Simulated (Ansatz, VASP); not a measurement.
**Two plane-wave programs on Zn3BH3**

File INCAR:

```
ALGO = Normal
EDIFF = 1E-6
EDIFFG = -0.01
ENCUT = 600
GGA = PE
IBRION = 2
ISIF = 3
ISMEAR = 0
LASPH = T
LCHARG = F
LREAL = F
LWAVE = F
NELM = 80
NSW = 100
PREC = Accurate
SIGMA = 0.1
```

KPOINTS

```
k-points
0
Gamma
  12 12 4
```

File POSCAR:

```
Zn3BH3
1.0
    3.0051181362      0.0000000000      0.0000000000
   -1.5025590681      2.6025086473      0.0000000000
    0.0000000000      0.0000000000      9.9527037788
Zn B H
3 1 3
Direct
    0.3333333333      0.6666666667      0.2039571069
    0.3333333333      0.6666666667      0.7960428931
    0.3333333333      0.6666666667      0.5000000000
    0.3333333333      0.6666666667      0.0000000000
    0.6666666667      0.3333333333      0.7147483449
    0.6666666667      0.3333333333      0.2852516551
    0.0000000000      0.0000000000      0.5000000000
```

Input for Ansatz:

```yaml
crystal:
  lattice:
    - [3.0051181362, 0.0, 0.0]
    - [-1.5025590681, 2.6025086473, 0.0]
    - [0.0, 0.0, 9.9527037788]
  atoms:
    - { symbol: Zn, position: [0.3333333333, 0.6666666667, 0.2039571069] }
    - { symbol: Zn, position: [0.3333333333, 0.6666666667, 0.7960428931] }
    - { symbol: Zn, position: [0.3333333333, 0.6666666667, 0.5] }
    - { symbol: B, position: [0.3333333333, 0.6666666667, 0.0] }
    - { symbol: H, position: [0.6666666667, 0.3333333333, 0.7147483449] }
    - { symbol: H, position: [0.6666666667, 0.3333333333, 0.2852516551] }
    - { symbol: H, position: [0.0, 0.0, 0.5] }
basis:
  ecutwfc: 420
kpoints:
  mp_grid: { grid: [12, 12, 4] }
hamiltonian:
  xc: pbe
scf:
  occupations: { method: gaussian, width: 0.1 }
output:
  forces: true
  stress: true
  eigenvalues: true
  write_density: true
  write_potential: true
  elf: true
  volumetric_format: npy
relax:
  adjacent_minimum: "off"
  f_tol: 0.01
  max_steps: 80
  cell: { stress_tol: 0.05 }
```

Alike in both runs: task relaxation of cell and atoms; functional PBE; k mesh 12 × 12 × 4; occupations gaussian, width 0.1 eV; no spin polarisation.

|  | VASP | Ansatz |
| --- | --- | --- |
| version | VASP 6.6.1 | Ansatz 0.2.0 |
| potentials or method | VASP PAW PBE potentials, release 64 (Zn, B, H), cutoff 600 eV | scalar-relativistic, plane waves, PAW |
| valence electrons in the cell | 42 | 42 |

Ansatz gave:

```
gap on the k mesh at the Fermi level, each at its own relaxed structure (eV) : none
relaxed volume (Å³/atom)                                                     : 11.11
relaxed cell length with the largest relative difference (Å)                 : 2.998
```

Task: Estimate VASP's values.

Result: gap on the k mesh at the Fermi level, each at its own relaxed structure (eV): none; relaxed volume (Å³/atom): 11.14; relaxed cell length with the largest relative difference (Å): 3.001.

A gap of «none» marks a metal or a gap that the smearing closes.
